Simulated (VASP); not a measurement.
Here is a VASP 6.6.1 calculation.

The input INCAR:

```
  ALGO = Normal
  EDIFF = 1E-6
  ENCUT = 1300
  GGA = CA
  GGA_COMPAT = False
  ISIF = 2
  ISMEAR = 0
  LASPH = True
  LCHARG = True
  LELF = True
  LREAL = False
  LVHAR = True
  LWAVE = False
  NBANDS = 11
  NELM = 120
  PREC = Accurate
  SIGMA = 0.05
```

Contents of KPOINTS:

```
k-points
0
Gamma
  12 12 12
```

File POSCAR:

```
C
1.0
    0.0000000000      1.9335182667      1.8275720603
    1.5362199927      0.0000000000      1.8275720603
    1.5362199927      1.9335182667      0.0000000000
C
2
Direct
    0.5000000000      0.5000000000      0.5000000000
    0.7500000000      0.7500000000      0.7500000000
```

Potentials or basis: VASP PAW LDA potentials, release 64 (C_h).

Run with:

```bash
$ cat potpaw_LDA.64/C_h/POTCAR > POTCAR
$ mpirun -np 1 vasp_std > vasp.out
```

**Question.** Predict the band gap on the k mesh.

**Answer.** Zero (bands 4 and 5 overlap by 0.64 eV).

**Question.** Predict the pressure.

**Answer.** 8.1 GPa.

Stress tensor (GPa, compression positive):
```
111.88   0.00   0.00
  0.00 -81.90   0.00
  0.00   0.00  -5.72
```

Caveat: the cell differs from its parent crystal (strain +e along x and -e along y -0.1125, strain +e along z and -e/2 along x and y +0.0350); the stress differs along the axes, from -82 to 112 GPa.
